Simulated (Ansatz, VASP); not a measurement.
**One calculation of Re, two programs**

```
Re
1.0
     2.63715    0.00000    0.00000
    -1.31858    2.28384    0.00000
     0.00000    0.00000    4.21677
Re
2
Direct
  0.33333 0.66667 0.25000
  0.66667 0.33333 0.75000
```

Change from the starting cell: volume scaled by 1.04, crystal datasets.

Alike in both runs: task electric field gradients; functional LDA; k mesh 14 × 14 × 8; occupations fermi-dirac, width 0.05 eV; no spin polarisation.

```csv
,VASP,Ansatz
version,VASP 6.6.1,Ansatz 0.2.0
potentials or method,"VASP PAW LDA potentials, release 64 (Re), cutoff 520 eV","all-electron PAW with datasets made for the crystal, scalar-relativistic"
```

```csv
,VASP,Ansatz,Ansatz less VASP
pressure (GPa),67.7,63.4,-4.25
"traceless stress, the component that is largest in VASP (GPa)",4.08,4.19,+0.114
size of Vzz on the site where it differs most (V/Å²),101.5,81.9,-19.66
```

LDA's correlation is that of Perdew and Zunger in VASP and of Perdew and Wang (1992) in Ansatz. Both programs put the cell under a high pressure, so it lies far from rest at this level. Ansatz ran all-electron here, and VASP with PAW potentials.

Spin-orbit coupling is off throughout. Noted on VASP's run: the cell as given lies far from equilibrium.
